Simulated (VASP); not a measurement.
Runs of VASP 6.6.1 on AgI2. The structure is that of space group P-4m2 (No. 115), or close to it. The cells are those of the table. 

```csv
cell,gap on the mesh (eV),pressure (GPa),largest force (eV/Å)
"a = 4.289, b = 4.289, c = 5.548 Å, 3 atoms",none,0.9,0.19
"a = 3.823, b = 3.823, c = 6.982 Å, 3 atoms",none,(a),0.44
"a = 3.936, b = 3.936, c = 6.589 Å, 3 atoms",none,-0.7,0.23
"a = 4.118, b = 4.118, c = 6.017 Å, 3 atoms",none,(b),0.07
"a = 4.177, b = 4.177, c = 5.849 Å, 3 atoms",none,0.5,0.13
```

Alike in all rows: task single point; level PBEsol; potentials or basis VASP PAW PBE potentials, release 64 (Ag, I); no spin polarisation; k mesh 14 × 14 × 10; cutoff (eV) 520; smearing gaussian 0.15 eV.

**Question.** Fill in the values left out.

**Answer.** (a) -1.3; (b) 0.3.

Caveats: the PAW data sets were made with another functional, which shifts forces and pressure a little; spin-orbit coupling is left out, which moves the levels of the heavy elements; an odd number of electrons without spin polarisation forces a metal; a magnetic or distorted state may lie lower; this functional lacks dispersion, which binds the layers, so the pressure and a relaxed spacing across them are unreliable (at least some runs).

A k mesh can miss the band edges, and the runs leave out spin-orbit coupling on Ag, I.

A gap of «none» marks levels without a gap at the run's occupations.
